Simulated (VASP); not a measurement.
# Al5GaAs6 in VASP: a series of runs

Runs on Al5GaAs6. Level: PBE. Tasks: single point, relaxation of cell and atoms.

Everything below comes from runs of VASP 6.6.1. Logs are shortened: lines on timing, memory, paths and dates and some standing lists are left out, and cuts for length are marked.

## (1) The cell of the first run

The structure is tetragonal, space group P-4m2 (No. 115). Conventional cell: a = 4.054 Å, b = 4.054 Å, c = 17.182 Å, α = 90.00°, β = 90.00°, γ = 90.00°. Within 3.3 Å of Al (site symmetry 2mm) lie 4 As at 2.48 Å. Al (site symmetry 2mm) has 4 As at 2.48 Å within 3.3 Å. Within 3.3 Å of Al (site symmetry -4m2) lie 4 As at 2.48 Å. Ga (site symmetry -4m2) has 4 As at 2.49 Å within 3.3 Å. As (site symmetry 2mm) has 4 Al at 2.48 Å within 3.3 Å. As (site symmetry 2mm) has 4 Al at 2.48 Å within 3.3 Å. As (site symmetry 2mm) has 2 Al at 2.48 Å and 2 Ga at 2.49 Å within 3.3 Å.

## (2) Single point, PBE

Contents of INCAR:

```
  PREC = Accurate
  ENCUT = 520
  EDIFF = 1E-6
  ISMEAR = 0
  SIGMA = 0.1
  LREAL = F
  LASPH = T
  NELM = 60
  ALGO = Normal
  ISIF = 2
  LWAVE = F
  LCHARG = F
  GGA = PE
  NBANDS = 41
```

Contents of KPOINTS:

```
Automatic mesh
0
Gamma
  4 4 1
```

Contents of POSCAR:

```
Al5GaAs6
1.0
    4.0541471163      0.0000000000      0.0000000000
    0.0000000000      4.0541471163      0.0000000000
    0.0000000000      0.0000000000     17.1817147571
Al Ga As
5 1 6
Direct
    0.0000000000      1.0000000000      0.6668944230
    0.5000000000      0.5000000000      0.8334580816
    0.0000000000      1.0000000000      0.0000000000
    0.5000000000      0.5000000000      0.1665419184
    0.0000000000      1.0000000000      0.3331055770
    0.5000000000      0.5000000000      0.5000000000
    0.5000000000      0.0000000000      0.9167331289
    0.0000000000      0.5000000000      0.0832668711
    0.5000000000      0.0000000000      0.2498292468
    0.0000000000      0.5000000000      0.4160494569
    0.5000000000      0.0000000000      0.5839505431
    1.0000000000      0.5000000000      0.7501707532
```

Potentials or basis: VASP PAW PBE potentials, release 64 (Al, Ga_d, As).

On the command line:

```sh
$ cat potpaw_PBE.64/Al/POTCAR potpaw_PBE.64/Ga_d/POTCAR potpaw_PBE.64/As/POTCAR > POTCAR
$ mpirun -np 1 vasp_std > vasp.out
```

OUTCAR:

```text
PREC = Accurate
   ENCUT = 520
   EDIFF = 1E-6
   ISMEAR = 0
   LREAL = F
   LASPH = T
   NELM = 60
   ISIF = 2
   GGA = PE

 ion  position               nearest neighbor table
   1  0.000  0.000  0.667-  11 2.48  11 2.48  12 2.48  12 2.48
   2  0.500  0.500  0.833-   7 2.48   7 2.48  12 2.48  12 2.48
   3  0.000  0.000  0.000-   7 2.48   8 2.48   8 2.48   7 2.48
   4  0.500  0.500  0.167-   8 2.48   8 2.48   9 2.48   9 2.48
   5  0.000  0.000  0.333-  10 2.48  10 2.48   9 2.48   9 2.48
   6  0.500  0.500  0.500-  10 2.49  11 2.49  11 2.49  10 2.49
   7  0.500  0.000  0.917-   3 2.48   3 2.48   2 2.48   2 2.48
   8  0.000  0.500  0.083-   3 2.48   3 2.48   4 2.48   4 2.48
   9  0.500  0.000  0.250-   5 2.48   5 2.48   4 2.48   4 2.48
  10  0.000  0.500  0.416-   5 2.48   5 2.48   6 2.49   6 2.49
  11  0.500  0.000  0.584-   1 2.48   1 2.48   6 2.49   6 2.49
  12  0.000  0.500  0.750-   1 2.48   1 2.48   2 2.48   2 2.48

  LATTYP: Found a simple tetragonal cell.
 ALAT       =     4.0541471163
 C/A-ratio  =     4.2380590206

  Lattice vectors:

 A1 = (   4.0541471163,   0.0000000000,   0.0000000000)
 A2 = (   0.0000000000,   4.0541471163,   0.0000000000)
 A3 = (   0.0000000000,   0.0000000000,  17.1817147571)

Analysis of symmetry for initial positions (statically):
=====================================================================
 Subroutine PRICEL returns:
 Original cell was already a primitive cell.

 Routine SETGRP: Setting up the symmetry group for a
 simple tetragonal supercell.

 Subroutine GETGRP returns: Found  8 space group operations
 (whereof  8 operations were pure point group operations)
 out of a pool of 16 trial point group operations.

The static configuration has the point symmetry D_2d.

Analysis of symmetry for dynamics (positions and initial velocities):
=====================================================================
 Subroutine PRICEL returns:
 Original cell was already a primitive cell.

 Routine SETGRP: Setting up the symmetry group for a
 simple tetragonal supercell.

 Subroutine GETGRP returns: Found  8 space group operations
 (whereof  8 operations were pure point group operations)
 out of a pool of 16 trial point group operations.

The dynamic configuration has the point symmetry D_2d.

 Subroutine INISYM returns: Found  8 space group operations
 (whereof  8 operations are pure point group operations),
 and found     1 'primitive' translations

----------------------------------------------------------------------------------------

                                     Primitive cell

  volume of cell :     282.4005

  direct lattice vectors                    reciprocal lattice vectors
     4.054147116  0.000000000  0.000000000     0.246661004  0.000000000  0.000000000
     0.000000000  4.054147116  0.000000000     0.000000000  0.246661004  0.000000000
     0.000000000  0.000000000 17.181714757     0.000000000  0.000000000  0.058201409

  length of vectors
     4.054147116  4.054147116 17.181714757     0.246661004  0.246661004  0.058201409

  position of ions in fractional coordinates (direct lattice)
     0.000000000  0.000000000  0.666894423
     0.500000000  0.500000000  0.833458082
     0.000000000  0.000000000  0.000000000
     0.500000000  0.500000000  0.166541918
     0.000000000  0.000000000  0.333105577
     0.500000000  0.500000000  0.500000000
     0.500000000  0.000000000  0.916733129
     0.000000000  0.500000000  0.083266871
     0.500000000  0.000000000  0.249829247
     0.000000000  0.500000000  0.416049457
     0.500000000  0.000000000  0.583950543
     0.000000000  0.500000000  0.750170753

  ion indices of the primitive-cell ions
   primitive index   ion index
                 1           1
                 2           2
                 3           3
                 4           4
                 5           5
                 6           6
                 7           7
                 8           8
                 9           9
                10          10
                11          11
                12          12

----------------------------------------------------------------------------------------

 KPOINTS: Automatic mesh

Automatic generation of k-mesh.
 Grid dimensions read from file:
 generate k-points for:    4    4    1

 Generating k-lattice:

  Cartesian coordinates                     Fractional coordinates (reciprocal lattice)
     0.061665251  0.000000000  0.000000000     0.250000000  0.000000000  0.000000000
     0.000000000  0.061665251  0.000000000     0.000000000  0.250000000  0.000000000
     0.000000000  0.000000000  0.058201409     0.000000000  0.000000000  1.000000000

  Length of vectors
     0.061665251  0.061665251  0.058201409

  Shift w.r.t. Gamma in fractional coordinates (k-lattice)
     0.000000000  0.000000000  0.000000000

 Subroutine IBZKPT returns following result:
 ===========================================

 Found      6 irreducible k-points:

 Following reciprocal coordinates:
            Coordinates               Weight
  0.000000  0.000000  0.000000      1.000000
  0.250000  0.000000  0.000000      4.000000
  0.500000  0.000000  0.000000      2.000000
  0.250000  0.250000  0.000000      4.000000
  0.500000  0.250000  0.000000      4.000000
  0.500000  0.500000  0.000000      1.000000
   k-points           NKPTS =      6   k-points in BZ     NKDIM =      6   number of bands    NBANDS=     41
   number of dos      NEDOS =    301   number of ions     NIONS =     12
   total plane-waves  NPLWV = 115200
   dimension x,y,z NGX =    30 NGY =   30 NGZ =  128
   dimension x,y,z NGXF=    60 NGYF=   60 NGZF=  256
   ions per type =               5   1   6
   NGX,Y,Z   is equivalent  to a cutoff of  12.30, 12.30, 12.38 a.u.
   NGXF,Y,Z  is equivalent  to a cutoff of  24.60, 24.60, 24.77 a.u.
 SYSTEM =  unknown system
   PREC   = accura    normal or accurate (medium, high low for compatibility)
   ISTART =      0    job   : 0-new  1-cont  2-samecut
   ICHARG =      2    charge: 1-file 2-atom 10-const
   ISPIN  =      1    spin polarized calculation?
   LNONCOLLINEAR =      F non collinear calculations
   LSORBIT =      F    spin-orbit coupling
   LASPH  =      T    aspherical Exc in radial PAW
   ENCUT  =  520.0 eV  38.22 Ry    6.18 a.u.   7.54  7.54 31.95*2*pi/ulx,y,z
   NELM   =     60;   NELMIN=  2; NELMDL= -5     # of ELM steps
   EDIFF  = 0.1E-05   stopping-criterion for ELM
   LREAL  =      F    real-space projection
   EDIFFG = 0.1E-04   stopping-criterion for IOM
   NSW    =      0    number of steps for IOM
   IBRION =     -1    ionic relax: 0-MD 1-quasi-New 2-CG
   NFREE  =      0    steps in history (QN), initial steepest desc. (CG)
   ISIF   =      2    stress and relaxation
   ISYM   =      2    0-nonsym 1-usesym 2-fastsym
   POTIM  = 0.5000    time-step for ionic-motion
   TEBEG  =    0.0;   TEEND  =   0.0 temperature during run
   PSTRESS=    0.0 pullay stress
   NELECT =      58.0000    total number of electrons
   NUPDOWN=      -1.0000    fix difference up-down
   EMIN   =  10.00;   EMAX   =-10.00  energy-range for DOS
   EFERMI =   0.00;   METHOD = LEGACY
   ISMEAR =     0;   SIGMA  =   0.10  broadening in eV -4-tet -1-fermi 0-gaus
   EFERMI_NEDOS =   21; number of points for ismear=-14 and -15
   IALGO  =     38    algorithm
   IMIX   =      4    mixing-type and parameters
     AMIX     =   0.40;   BMIX     =  1.00
     AMIX_MAG =   1.60;   BMIX_MAG =  1.00
  volume/ion in A,a.u.               =      23.53       158.81
  Fermi-wavevector in a.u.,A,eV,Ry     =   0.965893  1.825273 12.693544  0.932949
  Thomas-Fermi vector in A             =   2.095648
   LORBIT       =      0    0 simple, 1 ext, 2 COOP (PROOUT), +10 PAW based schemes
   GGA     = PE    functional components
   LHFCALC =     F    Hartree Fock is set to
   AEXX    =    0.0000 exact exchange contribution
   IVDW    =     0    specifies the selected vdW correction
   LEPSILON=     F    determine dielectric tensor
   LRPA    =     F    only Hartree local field effects (RPA)
 non-spin polarized calculation
 Gauss-broadening in eV      SIGMA  =   0.10
  energy-cutoff  :      520.00
  volume of cell :      282.40
 maximum number of plane-waves:      7631
   NGX = 15   NGY = 15   NGZ = 63

 number of electron      58.0000024 magnetization

 Free energy of the ion-electron system (eV)
  ---------------------------------------------------
  ext. energy  EPLUGINS =         0.00000000
  ---------------------------------------------------
  free energy    TOTEN  =       -54.95805589 eV

  energy without entropy =      -54.95805589  energy(sigma->0) =      -54.95805589

 E-fermi :   4.0840     XC(G=0):  -8.9756

 val. band max:        3.5965656468   @ k =   0.0000   0.0000   0.0000
 cond. band min:       4.9913720909   @ k =   0.0000   0.0000   0.0000
 fundamental gap:      1.3948064441
 Fermi energy:         4.0840153514

 k-point     1 :       0.0000    0.0000    0.0000
  band No.  band energies     occupation
      1     -10.8694      2.00000
      2     -10.8063      2.00000
      3     -10.8063      2.00000
      4     -10.7709      2.00000
      5     -10.7486      2.00000
      6      -8.2185      2.00000
[... 33 lines left out ...]
     40       7.2111      0.00000
     41       7.7148      0.00000

 k-point     2 :       0.2500    0.0000    0.0000
  band No.  band energies     occupation
      1     -10.8616      2.00000
      2     -10.8216      2.00000
      3     -10.8055      2.00000
      4     -10.7664      2.00000
      5     -10.7525      2.00000
      6      -7.8240      2.00000
[... 33 lines left out ...]
     40       8.3995      0.00000
     41       8.4761      0.00000

 k-point     3 :       0.5000    0.0000    0.0000
  band No.  band energies     occupation
      1     -10.8597      2.00000
      2     -10.8309      2.00000
      3     -10.8047      2.00000
      4     -10.7614      2.00000
      5     -10.7564      2.00000
      6      -6.9550      2.00000
[... 33 lines left out ...]
     40       8.3370      0.00000
     41       8.3866      0.00000

 k-point     4 :       0.2500    0.2500    0.0000
  band No.  band energies     occupation
      1     -10.8562      2.00000
      2     -10.8321      2.00000
      3     -10.8013      2.00000
      4     -10.7638      2.00000
      5     -10.7571      2.00000
      6      -7.4481      2.00000
[... 33 lines left out ...]
     40       8.8219      0.00000
     41       8.8750      0.00000

 k-point     5 :       0.5000    0.2500    0.0000
  band No.  band energies     occupation
      1     -10.8567      2.00000
      2     -10.8407      2.00000
      3     -10.7941      2.00000
      4     -10.7616      2.00000
      5     -10.7599      2.00000
      6      -6.6381      2.00000
[... 33 lines left out ...]
     40       8.8126      0.00000
     41       8.8837      0.00000

 k-point     6 :       0.5000    0.5000    0.0000
  band No.  band energies     occupation
      1     -10.8538      2.00000
      2     -10.8538      2.00000
      3     -10.7806      2.00000
      4     -10.7668      2.00000
      5     -10.7579      2.00000
      6      -6.2959      2.00000
[... 33 lines left out ...]
     40       7.5659      0.00000
     41       7.7374      0.00000

------------------------ aborting loop because EDIFF is reached ----------------------------------------

  FORCE on cell =-STRESS in cart. coord.  units (eV):
  Direction    XX          YY          ZZ          XY          YZ          ZX
  --------------------------------------------------------------------------------------
  -------------------------------------------------------------------------------------
  Total        0.8750800      0.8750800     -0.5791796      0.0000000     -0.0000000      0.0000000
  in kB        4.9646980      4.9646980     -3.2859301      0.0000000     -0.0000000      0.0000000
  external PRESSURE =       2.2144887 kB  Pullay stress =       0.0000000 kB

 VOLUME and BASIS-vectors are now :
 -----------------------------------------------------------------------------
  energy-cutoff  :      520.00
  volume of cell :      282.40
      direct lattice vectors                 reciprocal lattice vectors
     4.054147116  0.000000000  0.000000000     0.246661004  0.000000000  0.000000000
     0.000000000  4.054147116  0.000000000     0.000000000  0.246661004  0.000000000
     0.000000000  0.000000000 17.181714757     0.000000000  0.000000000  0.058201409

 POSITION                                       TOTAL-FORCE (eV/Angst)
 -----------------------------------------------------------------------------------
      0.00000      0.00000     11.45839         0.000000     -0.000000     -0.007812
      2.02707      2.02707     14.32024         0.000000      0.000000     -0.003539
      0.00000      0.00000      0.00000         0.000000     -0.000000      0.000000
      2.02707      2.02707      2.86148        -0.000000     -0.000000      0.003539
      0.00000      0.00000      5.72333         0.000000     -0.000000      0.007812
      2.02707      2.02707      8.59086         0.000000     -0.000000      0.000000
      2.02707      0.00000     15.75105         0.000000     -0.000000      0.002343
      0.00000      2.02707      1.43067         0.000000     -0.000000     -0.002343
      2.02707      0.00000      4.29249         0.000000     -0.000000      0.001437
      0.00000      2.02707      7.14844         0.000000     -0.000000     -0.020717
      2.02707      0.00000     10.03327         0.000000     -0.000000      0.020717
      0.00000      2.02707     12.88922         0.000000     -0.000000     -0.001437
 -----------------------------------------------------------------------------------
    total drift:                                0.000000      0.000000      0.000000

  FREE ENERGIE OF THE ION-ELECTRON SYSTEM (eV)
  ---------------------------------------------------
  free  energy   TOTEN  =       -54.9580558926 eV

  energy  without entropy=      -54.9580558926  energy(sigma->0) =      -54.95805589
```

Run time: 44 s. Hardware: 1 thread of AMD EPYC 9R45 (Zen 5), shared host; peak memory 0.32 GiB.

Results:

- Free energy: -54.9581 eV
- Pressure: 0.2 GPa
- Largest force: 0.021 eV/Å
- Band gap on the k mesh: 1.39 eV

Forces on the atoms (eV/Å):
```
Al   0.000  0.000 -0.008
Al   0.000  0.000 -0.004
Al   0.000  0.000  0.000
Al   0.000  0.000  0.004
Al   0.000  0.000  0.008
Ga   0.000  0.000  0.000
As   0.000  0.000  0.002
As   0.000  0.000 -0.002
As   0.000  0.000  0.001
As   0.000  0.000 -0.021
As   0.000  0.000  0.021
As   0.000  0.000 -0.001
```

Stress tensor (GPa, compression positive):
```
 0.50  0.00  0.00
 0.00  0.50  0.00
 0.00  0.00 -0.33
```

Caveat: an odd mesh through Γ misses points on the zone boundary, where band edges can lie.

## (3) Single point, PBE

Contents of INCAR:

```
PREC     = Accurate       # precision mode
ENCUT    = 520            # plane-wave cutoff, eV
EDIFF    = 1E-6           # SCF threshold, eV
ISMEAR   = 0              # smearing method
SIGMA    = 0.1            # smearing width, eV
LREAL    = False          # projectors in reciprocal space
LASPH    = True           # aspherical terms in the spheres
NELM     = 80             # most SCF steps
ALGO     = Normal         # electronic algorithm
ISIF     = 2              # what is computed and relaxed
LWAVE    = False          # write WAVECAR
LCHARG   = True           # write CHGCAR
GGA      = PE             # functional
LELF     = True           # ELF
LVHAR    = True         
NBANDS   = 41             # bands
```

Contents of KPOINTS:

```
regular mesh
0
Gamma
  4 4 1
```

Contents of POSCAR:

```
Al5GaAs6
1.0
    4.0751257129      0.0001289324     -0.0001830486
    0.0001312637      4.0753579213     -0.0001920123
    0.0007768583      0.0006488292     17.0155537723
Al Ga As
5 1 6
Direct
   -0.0000902887      0.9998150757      0.6669416912
    0.5002339311      0.4999593416      0.8334605413
    0.0000092612      1.0000316316      0.0000023974
    0.4999729033      0.5001077800      0.1665449312
   -0.0001041550      1.0001500803      0.3330550407
    0.4999633009      0.4999592103      0.4999968504
    0.5000363215     -0.0000341561      0.9167536594
   -0.0000232071      0.5000267967      0.0832535703
    0.4999081862      0.0000831154      0.2498187583
   -0.0000465436      0.5001264319      0.4158798655
    0.4999249766     -0.0000742522      0.5841101204
    1.0002153140      0.4998489447      0.7501825741
```

Potentials or basis: VASP PAW PBE potentials, release 64 (Al, Ga_d, As).

On the command line:

```sh
$ cat potpaw_PBE.64/Al/POTCAR potpaw_PBE.64/Ga_d/POTCAR potpaw_PBE.64/As/POTCAR > POTCAR
$ mpirun -np 1 vasp_std > vasp.out
```

Wall time 66 s (1 thread of AMD EPYC 9R45 (Zen 5), shared host); peak memory 0.35 GiB.

Results (log left out):

```
Free energy            : -54.9655 eV
Pressure               : 0.2 GPa
Largest force          : 0.004 eV/Å
Band gap on the k mesh : 1.34 eV
```

Forces in eV/Å, atoms in the order of the input:
```
Al   0.001  0.001 -0.001
Al  -0.001  0.000  0.000
Al   0.000 -0.001  0.001
Al   0.000 -0.001  0.001
Al   0.000 -0.001  0.002
Ga   0.000  0.000  0.000
As   0.000  0.000 -0.001
As   0.000  0.001  0.000
As   0.000  0.001  0.000
As   0.000 -0.001 -0.003
As   0.000  0.001  0.004
As  -0.001  0.000  0.000
```

Levels at points of the mesh, in eV from the valence-band top:
```
           k point  band 25  band 26  band 27  band 28  band 29  band 30  band 31  band 32  band 33  band 34
(0.00, 0.00, 0.00)    -0.82    -0.82    -0.05    -0.05     0.00     1.34     1.40     1.82     1.95     2.07
(0.50, 0.00, 0.00)    -1.04    -1.00    -1.00    -0.97    -0.85     1.88     2.36     2.36     2.44     3.09
(0.00, 0.50, 0.00)    -1.04    -1.00    -1.00    -0.97    -0.85     1.88     2.36     2.36     2.44     3.09
(0.50, 0.50, 0.00)    -2.68    -2.17    -2.17    -2.17    -2.16     1.47     1.47     1.99     2.34     3.13
```

Caveat: an odd mesh through Γ misses points on the zone boundary, where band edges can lie.

[end of part 1 of 2]
